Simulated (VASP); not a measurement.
# Nb (Im-3m) in VASP: a series of runs

Nb is run at these levels: LDA; tasks: single point.

Program: VASP 6.6.1. These are calculated values, not measurements. Logs are shortened: lines on timing, memory, paths and dates and some standing lists are left out, and cuts for length are marked.

**1. The cell of the first run**

The structure is cubic, space group Im-3m (No. 229). Conventional cell: a = 3.246 Å, b = 3.246 Å, c = 3.246 Å, α = 90.00°, β = 90.00°, γ = 90.00°. Within 3.7 Å of Nb (site symmetry m-3m) lie 14 Nb at 2.81 to 3.25 Å.

**2. Single point, LDA**

INCAR reads:

```
  ALGO = Normal
  EDIFF = 1E-6
  ENCUT = 520
  GGA = CA
  ISIF = 2
  ISMEAR = 0
  LASPH = T
  LCHARG = T
  LELF = T
  LREAL = F
  LVHAR = T
  LWAVE = F
  NBANDS = 12
  NELM = 100
  PREC = Accurate
  SIGMA = 1.0
```

KPOINTS reads:

```
k-points
0
Gamma
  14 14 14
```

POSCAR reads:

```
Nb
1.0
   -1.6231103068      1.6231103068      1.6231103068
    1.6231103068     -1.6231103068      1.6231103068
    1.6231103068      1.6231103068     -1.6231103068
Nb
1
Direct
    0.0000000000      0.0000000000      0.0000000000
```

Potentials or basis: VASP PAW LDA potentials, release 64 (Nb_sv).

Run with:

```sh
$ cat potpaw_LDA.64/Nb_sv/POTCAR > POTCAR
$ mpirun -np 1 vasp_std > vasp.out
```

OUTCAR:

```text
EDIFF = 1E-6
   ENCUT = 520
   GGA = CA
   ISIF = 2
   ISMEAR = 0
   LASPH = T
   LREAL = F
   NELM = 100
   PREC = Accurate

 ion  position               nearest neighbor table
   1  0.000  0.000  0.000-

  LATTYP: Found a body centered cubic cell.
 ALAT       =     3.2462206136

  Lattice vectors:

 A1 = (  -1.6231103068,   1.6231103068,   1.6231103068)
 A2 = (   1.6231103068,  -1.6231103068,   1.6231103068)
 A3 = (   1.6231103068,   1.6231103068,  -1.6231103068)

Analysis of symmetry for initial positions (statically):
=====================================================================
 Subroutine PRICEL returns:
 Original cell was already a primitive cell.

 Routine SETGRP: Setting up the symmetry group for a
 body centered cubic supercell.

 Subroutine GETGRP returns: Found 48 space group operations
 (whereof 48 operations were pure point group operations)
 out of a pool of 48 trial point group operations.

The static configuration has the point symmetry O_h .

Analysis of symmetry for dynamics (positions and initial velocities):
=====================================================================
 Subroutine PRICEL returns:
 Original cell was already a primitive cell.

 Routine SETGRP: Setting up the symmetry group for a
 body centered cubic supercell.

 Subroutine GETGRP returns: Found 48 space group operations
 (whereof 48 operations were pure point group operations)
 out of a pool of 48 trial point group operations.

The dynamic configuration has the point symmetry O_h .

 Subroutine INISYM returns: Found 48 space group operations
 (whereof 48 operations are pure point group operations),
 and found     1 'primitive' translations

----------------------------------------------------------------------------------------

                                     Primitive cell

  volume of cell :      17.1043

  direct lattice vectors                    reciprocal lattice vectors
    -1.623110307  1.623110307  1.623110307     0.000000000  0.308050536  0.308050536
     1.623110307 -1.623110307  1.623110307     0.308050536  0.000000000  0.308050536
     1.623110307  1.623110307 -1.623110307     0.308050536  0.308050536  0.000000000

  length of vectors
     2.811309518  2.811309518  2.811309518     0.435649246  0.435649246  0.435649246

  position of ions in fractional coordinates (direct lattice)
     0.000000000  0.000000000  0.000000000

  ion indices of the primitive-cell ions
   primitive index   ion index
                 1           1

----------------------------------------------------------------------------------------

 KPOINTS: k-points

Automatic generation of k-mesh.
 Grid dimensions read from file:
 generate k-points for:   14   14   14

 Generating k-lattice:

  Cartesian coordinates                     Fractional coordinates (reciprocal lattice)
     0.000000000  0.022003610  0.022003610     0.071428571  0.000000000  0.000000000
     0.022003610  0.000000000  0.022003610     0.000000000  0.071428571  0.000000000
     0.022003610  0.022003610  0.000000000     0.000000000  0.000000000  0.071428571

  Length of vectors
     0.031117803  0.031117803  0.031117803

  Shift w.r.t. Gamma in fractional coordinates (k-lattice)
     0.000000000  0.000000000  0.000000000

 Subroutine IBZKPT returns following result:
 ===========================================

 Found    104 irreducible k-points:

 Following reciprocal coordinates:
            Coordinates               Weight
  0.000000  0.000000  0.000000      1.000000
  0.071429  0.000000  0.000000     12.000000
  0.142857  0.000000  0.000000     12.000000
  0.214286  0.000000  0.000000     12.000000
  0.285714  0.000000  0.000000     12.000000
  0.357143  0.000000  0.000000     12.000000
[... 16 lines left out ...]
  0.285714  0.285714  0.000000     24.000000
  0.357143  0.285714  0.000000     24.000000
 [... further k-points ...]
   k-points           NKPTS =    104   k-points in BZ     NKDIM =    104   number of bands    NBANDS=     12
   number of dos      NEDOS =    301   number of ions     NIONS =      1
   total plane-waves  NPLWV =  13824
   dimension x,y,z NGX =    24 NGY =   24 NGZ =   24
   dimension x,y,z NGXF=    48 NGYF=   48 NGZF=   48
   ions per type =               1
   NGX,Y,Z   is equivalent  to a cutoff of  14.19, 14.19, 14.19 a.u.
   NGXF,Y,Z  is equivalent  to a cutoff of  28.38, 28.38, 28.38 a.u.
 SYSTEM =  unknown system
   PREC   = accura    normal or accurate (medium, high low for compatibility)
   ISTART =      0    job   : 0-new  1-cont  2-samecut
   ICHARG =      2    charge: 1-file 2-atom 10-const
   ISPIN  =      1    spin polarized calculation?
   LNONCOLLINEAR =      F non collinear calculations
   LSORBIT =      F    spin-orbit coupling
   LASPH  =      T    aspherical Exc in radial PAW
   ENCUT  =  520.0 eV  38.22 Ry    6.18 a.u.   5.23  5.23  5.23*2*pi/ulx,y,z
   NELM   =    100;   NELMIN=  2; NELMDL= -5     # of ELM steps
   EDIFF  = 0.1E-05   stopping-criterion for ELM
   LREAL  =      F    real-space projection
   EDIFFG = 0.1E-04   stopping-criterion for IOM
   NSW    =      0    number of steps for IOM
   IBRION =     -1    ionic relax: 0-MD 1-quasi-New 2-CG
   NFREE  =      0    steps in history (QN), initial steepest desc. (CG)
   ISIF   =      2    stress and relaxation
   ISYM   =      2    0-nonsym 1-usesym 2-fastsym
   POTIM  = 0.5000    time-step for ionic-motion
   TEBEG  =    0.0;   TEEND  =   0.0 temperature during run
   PSTRESS=    0.0 pullay stress
   NELECT =      13.0000    total number of electrons
   NUPDOWN=      -1.0000    fix difference up-down
   EMIN   =  10.00;   EMAX   =-10.00  energy-range for DOS
   EFERMI =   0.00;   METHOD = LEGACY
   ISMEAR =     0;   SIGMA  =   1.00  broadening in eV -4-tet -1-fermi 0-gaus
   EFERMI_NEDOS =   21; number of points for ismear=-14 and -15
   IALGO  =     38    algorithm
   IMIX   =      4    mixing-type and parameters
     AMIX     =   0.40;   BMIX     =  1.00
     AMIX_MAG =   1.60;   BMIX_MAG =  1.00
  volume/ion in A,a.u.               =      17.10       115.43
  Fermi-wavevector in a.u.,A,eV,Ry     =   1.494014  2.823277 30.369251  2.232077
  Thomas-Fermi vector in A             =   2.606341
   LORBIT       =      0    0 simple, 1 ext, 2 COOP (PROOUT), +10 PAW based schemes
   GGA     = CA    functional components
   LHFCALC =     F    Hartree Fock is set to
   AEXX    =    0.0000 exact exchange contribution
   IVDW    =     0    specifies the selected vdW correction
   LEPSILON=     F    determine dielectric tensor
   LRPA    =     F    only Hartree local field effects (RPA)
 non-spin polarized calculation
 Gauss-broadening in eV      SIGMA  =   1.00
  energy-cutoff  :      520.00
  volume of cell :       17.10
 maximum number of plane-waves:       474
 NGX is ok and might be reduce to    24
   NGX = 11   NGY = 11   NGZ = 11

 number of electron      13.0000001 magnetization

 Free energy of the ion-electron system (eV)
  ---------------------------------------------------
  ext. energy  EPLUGINS =         0.00000000
  ---------------------------------------------------
  free energy    TOTEN  =       -11.54599563 eV

  energy without entropy =      -11.03218920  energy(sigma->0) =      -11.28909241

 E-fermi :  11.9120     XC(G=0): -12.9826

 val. band max:       11.8828111012   @ k =   0.5000   0.5000   0.2143
 cond. band min:      11.9153110086   @ k =  -0.1429   0.1429   0.0714
 fundamental gap:      0.0324999074
 Fermi energy:        11.9120186189

 k-point     1 :       0.0000    0.0000    0.0000
  band No.  band energies     occupation
      1     -42.2692      2.00000
      2     -17.5966      2.00000
      3     -17.5966      2.00000
      4     -17.5966      2.00000
      5       5.7212      2.00000
      6      12.0559      0.83881
      7      12.0559      0.83881
      8      12.0559      0.83881
      9      15.1344      0.00001
     10      15.1344      0.00001
     11      26.1072      0.00000
     12      26.1072      0.00000

 k-point     2 :       0.0714    0.0000    0.0000
  band No.  band energies     occupation
      1     -42.2543      2.00000
      2     -17.6837      2.00000
      3     -17.6227      2.00000
      4     -17.5974      2.00000
      5       5.9455      2.00000
      6      11.9162      0.99527
      7      12.0220      0.87642
      8      12.2726      0.61012
      9      14.9198      0.00002
     10      15.1341      0.00001
     11      26.2959      0.00000
     12      26.4948      0.00000

 k-point     3 :       0.1429    0.0000    0.0000
  band No.  band energies     occupation
      1     -42.2123      2.00000
      2     -17.9233      2.00000
      3     -17.6952      2.00000
      4     -17.5998      2.00000
      5       6.5610      2.00000
      6      11.5506      1.39077
      7      11.8667      1.05105
      8      12.9090      0.15857
      9      14.5678      0.00017
     10      15.1517      0.00000
     11      26.6951      0.00000
     12      27.5970      0.00000
[... 286 lines left out ...]
 k-point    23 :       0.2857    0.2857    0.0000
  band No.  band energies     occupation
      1     -41.9328      2.00000
      2     -18.8993      2.00000
      3     -18.4709      2.00000
      4     -17.7906      2.00000
      5       9.2817      1.99980
      6      10.3580      1.97203
      7      11.4086      1.52346
      8      15.1478      0.00000
      9      16.0072      0.00000
     10      21.3305      0.00000
     11      23.1157      0.00000
     12      25.2959      0.00000

 k-point    24 :       0.3571    0.2857    0.0000
  band No.  band energies     occupation
      1     -41.9230      2.00000
      2     -18.8390      2.00000
      3     -18.5912      2.00000
      4     -17.7988      2.00000
      5       9.3237      1.99975
      6      10.5308      1.94922
      7      11.2514      1.64985
      8      15.4009      0.00000
      9      15.9347      0.00000
     10      22.5049      0.00000
     11      22.5144      0.00000
     12      24.3636      0.00000

 [... further k-points ...]
[... 5 lines left out ...]
  --------------------------------------------------------------------------------------
  -------------------------------------------------------------------------------------
  Total        0.3287778      0.3287778      0.3287778      0.0000000      0.0000000     -0.0000000
  in kB       30.7970352     30.7970352     30.7970352      0.0000000      0.0000000     -0.0000000
  external PRESSURE =      30.7970352 kB  Pullay stress =       0.0000000 kB

 VOLUME and BASIS-vectors are now :
 -----------------------------------------------------------------------------
  energy-cutoff  :      520.00
  volume of cell :       17.10
      direct lattice vectors                 reciprocal lattice vectors
    -1.623110307  1.623110307  1.623110307     0.000000000  0.308050536  0.308050536
     1.623110307 -1.623110307  1.623110307     0.308050536  0.000000000  0.308050536
     1.623110307  1.623110307 -1.623110307     0.308050536  0.308050536  0.000000000

 POSITION                                       TOTAL-FORCE (eV/Angst)
 -----------------------------------------------------------------------------------
      0.00000      0.00000      0.00000         0.000000      0.000000      0.000000
 -----------------------------------------------------------------------------------
    total drift:                               -0.000000      0.000000      0.000000

  FREE ENERGIE OF THE ION-ELECTRON SYSTEM (eV)
  ---------------------------------------------------
  free  energy   TOTEN  =       -11.5459956274 eV

  energy  without entropy=      -11.0321892022  energy(sigma->0) =      -11.28909241
```

Run time: 52 s. Hardware: 1 thread of AMD EPYC 7R13, shared host; peak memory 0.11 GiB.

What came out:

```yaml
Free_energy: -11.5460 eV
Pressure: 3.1 GPa
```

Levels at points of the mesh, in eV from the Fermi level:
| k point | band 5 | band 6 | band 7 | band 8 | band 9 | band 10 |
| --- | --- | --- | --- | --- | --- | --- |
| (0.00, 0.00, 0.00) | -6.19 | 0.14 | 0.14 | 0.14 | 3.22 | 3.22 |
| (0.50, 0.00, 0.00) | -4.13 | -2.02 | 2.43 | 3.29 | 4.01 | 6.65 |
| (0.50, 0.50, 0.50) | -4.23 | -4.23 | 5.81 | 5.81 | 5.81 | 9.35 |

**3. Single point, LDA**

INCAR reads:

```
SYSTEM = Nb
ALGO = Normal
EDIFF = 1E-6
ENCUT = 520
ISIF = 2
ISMEAR = 1
LASPH = .TRUE.
LCHARG = .FALSE.
LREAL = .FALSE.
LWAVE = .FALSE.
NBANDS = 12
NELM = 100
PREC = Accurate
SIGMA = 0.01
```

KPOINTS reads:

```
k-points
0
G
  14 14 14
  0 0 0
```

POSCAR is that of step 2.

Potentials or basis: VASP PAW LDA potentials, release 64 (Nb_sv).

Run with:

```sh
$ cat potpaw_LDA.64/Nb_sv/POTCAR > POTCAR
$ mpirun -np 1 vasp_std > vasp.out
```

It took 48 s on 1 thread of AMD EPYC 7R13, shared host; peak memory 0.11 GiB.

Results (log left out):

```yaml
Free_energy: -11.2508 eV
Pressure: -0.1 GPa
```

Levels at points of the mesh, in eV from the Fermi level:
```tsv
k point	band 3	band 4	band 5	band 6	band 7	band 8	band 9	band 10
(0.00, 0.00, 0.00)	-29.36	-29.36	-6.04	0.29	0.29	0.29	3.37	3.37
(0.50, 0.00, 0.00)	-29.87	-29.38	-3.98	-1.87	2.59	3.44	4.16	6.80
(0.50, 0.50, 0.50)	-30.46	-30.46	-4.07	-4.07	5.95	5.95	5.95	9.50
```

**4. Single point, LDA**

INCAR reads:

```
SYSTEM = Nb
PREC = Accurate
ENCUT = 520
EDIFF = 1E-7
ISMEAR = -1
SIGMA = 0.1
LREAL = .False.
LASPH = .True.
NELM = 60
ALGO = Normal
ISIF = 2
LWAVE = .False.
LCHARG = .True.
LELF = .True.
LVHAR = .True.
NBANDS = 12
```

KPOINTS reads:

```
Automatic mesh
0
Gamma
  20 20 20
  0 0 0
```

POSCAR is that of step 3.

Run with:

```sh
$ cat potpaw_LDA.64/Nb_sv/POTCAR > POTCAR
$ mpirun -np 1 vasp_std > vasp.out
```

It took 32 s on 1 thread of Intel Xeon 6975P-C, shared host; peak memory 0.17 GiB.

The run converged. Its results:

```yaml
Free_energy: -11.2798 eV
Pressure: 0.2 GPa
```

Levels at points of the mesh, in eV from the Fermi level:
```csv
k point,band 3,band 4,band 5,band 6,band 7,band 8,band 9,band 10
"(0.00, 0.00, 0.00)",-29.35,-29.35,-6.03,0.30,0.30,0.30,3.38,3.38
"(0.50, 0.00, 0.00)",-29.86,-29.37,-3.97,-1.86,2.59,3.45,4.17,6.81
"(0.50, 0.50, 0.50)",-30.45,-30.45,-4.07,-4.07,5.96,5.96,5.96,9.51
```

**5. Single point, LDA**

INCAR reads:

```
SYSTEM = Nb
  PREC = Accurate
  ENCUT = 520
  EDIFF = 1E-6
  ISMEAR = -1
  SIGMA = 0.1
  LREAL = .False.
  LASPH = .True.
  NELM = 60
  ALGO = Normal
  ISIF = 2
  LWAVE = .False.
  LCHARG = .False.
  GGA = CA
  NBANDS = 12
```

KPOINTS reads:

```
Automatic mesh
0
Gamma
  22 22 22
  0 0 0
```

POSCAR is that of step 4.

Run with:

```sh
$ cat potpaw_LDA.64/Nb_sv/POTCAR > POTCAR
$ mpirun -np 1 vasp_std > vasp.out
```

It took 41 s on 1 thread of Intel Xeon 6975P-C, shared host; peak memory 0.18 GiB.

Results (log left out):

* Free energy: -11.2798 eV
* Pressure: 0.3 GPa

Levels at points of the mesh, in eV from the Fermi level:
| k point | band 4 | band 5 | band 6 | band 7 | band 8 | band 9 |
| --- | --- | --- | --- | --- | --- | --- |
| (0.00, 0.00, 0.00) | -29.35 | -6.02 | 0.31 | 0.31 | 0.31 | 3.39 |
| (0.50, 0.00, 0.00) | -29.37 | -3.96 | -1.85 | 2.60 | 3.46 | 4.18 |
| (0.50, 0.50, 0.50) | -30.44 | -4.06 | -4.06 | 5.97 | 5.97 | 5.97 |

**6. Overview**

```csv
k mesh,smearing,gap on the mesh (eV),pressure (GPa)
14 × 14 × 14,gaussian 1 eV,none,3.1
14 × 14 × 14,methfessel-paxton 0.01 eV,none,-0.1
20 × 20 × 20,fermi-dirac 0.1 eV,none,0.2
22 × 22 × 22,fermi-dirac 0.1 eV,none,0.3
```

Alike in all rows: task single point; level LDA; potentials or basis VASP PAW LDA potentials, release 64 (Nb_sv); no spin polarisation; cell as given; cutoff (eV) 520.

Every run on the cell as given and a fine mesh finds a metal.

Total energies depend on the potentials used, so only differences within one code and one set of settings carry meaning.
